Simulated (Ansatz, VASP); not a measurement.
Two plane-wave programs on Se

```
Se
1.0
     4.23018    0.00000    0.00000
    -2.11509    3.66344    0.00000
     0.00000    0.00000    5.12190
Se
3
Direct
  0.24735 0.00000 0.33333
  0.00000 0.24735 0.66667
  0.75265 0.75265 0.00000
```

Alike in both runs: task single point; functional PBE; dispersion D3(BJ); k mesh 12 × 12 × 8; occupations gaussian, width 0.05 eV; no spin polarisation.

|  | VASP | Ansatz |
| --- | --- | --- |
| version | VASP 6.6.1 | Ansatz 0.2.0 |
| potentials or method | VASP PAW PBE potentials, release 64 (Se), cutoff 520 eV | scalar-relativistic, plane waves, PAW |
| valence electrons in the cell | 18 | 48 |

|  | VASP | Ansatz | Ansatz less VASP |
| --- | --- | --- | --- |
| gap on the k mesh at the Fermi level (eV) | 0.68 | 0.68 | +0.008 |
| least direct gap on the mesh (eV) | 0.77 | 0.78 | +0.007 |
| pressure (GPa) | -3.5 | -3.6 | -0.07 |
| traceless stress, the component that is largest in VASP (GPa) | -0.21 | -0.23 | -0.021 |
| rms of the force components (eV/Å) | 0.288 | 0.296 | +0.0083 |

Atom by atom the forces differ by 0.008 eV/Å (rms over components). VASP's potentials hold 18 valence electrons a cell and Ansatz's 48, so a difference there can come from the potentials and not from the codes.
